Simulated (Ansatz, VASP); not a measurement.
# Two plane-wave programs on SnW

```
Sn W
1.0
     4.33356    0.00000    0.00000
    -2.16678    3.75297    0.00000
     0.00000    0.00000    5.44563
Sn W
2 2
Direct
  0.33333 0.66667 0.25000
  0.66667 0.33333 0.75000
  0.00000 0.00000 0.50000
  0.00000 0.00000 0.00000
```

Change from the starting cell: species swapped into the PtPb type (P6_3/mmc, No. 194).

Alike in both runs: functional PBE; k mesh 12 × 12 × 8; occupations gaussian, width 0.1 eV; no spin polarisation.

Ansatz relaxed the structure, and its values are those at the end. VASP's run is a single point on that final structure, the one shown.

|  | VASP | Ansatz |
| --- | --- | --- |
| version | VASP 6.6.1 | Ansatz 0.2.0 |
| potentials or method | VASP PAW PBE potentials, release 64 (Sn_d, W_sv), cutoff 520 eV | scalar-relativistic, plane waves, PAW |
| valence electrons in the cell | 56 | 56 |

```csv
,VASP,Ansatz,Ansatz less VASP
gap on the k mesh at the Fermi level (eV),none,none,-
pressure (GPa),0.1,0.0,-0.05
```

A gap of «none» marks a metal or a gap that the smearing closes. The functional is the same, so the differences come from potentials, cutoffs and numerics.

Neither program's run includes spin-orbit coupling.
